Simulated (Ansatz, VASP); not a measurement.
**One calculation of LiH, two programs**

```
CELL_PARAMETERS angstrom
0.00000 2.09621 2.14512
2.09621 0.00000 2.14512
2.09621 2.09621 0.00000
ATOMIC_POSITIONS crystal
Li 0.00000 0.00000 0.00000
H 0.25000 0.25000 0.25000
```

Change from the starting cell: biaxial_xy strain -2.3%.

Alike in both runs: task single point; functional PBE; k mesh 10 × 10 × 10; occupations fermi-dirac, width 0.02 eV; no spin polarisation.

|  | VASP | Ansatz |
| --- | --- | --- |
| version | VASP 6.6.1 | Ansatz 0.2.0 |
| potentials or method | VASP PAW PBE potentials, release 64 (Li_sv, H) | plane waves, PAW |
| plane-wave cutoff (eV) | 750 | 420 |
| valence electrons in the cell | 4 | 4 |

Ansatz gave:

```
gap on the k mesh at the Fermi level (eV)                     : 4.26
pressure (GPa)                                                : 1.3
traceless stress, the component that is largest in VASP (GPa) : -0.24
```

Q: Estimate VASP's values.

A: gap on the k mesh at the Fermi level (eV): 4.26; pressure (GPa): 1.1; traceless stress, the component that is largest in VASP (GPa): -0.24.
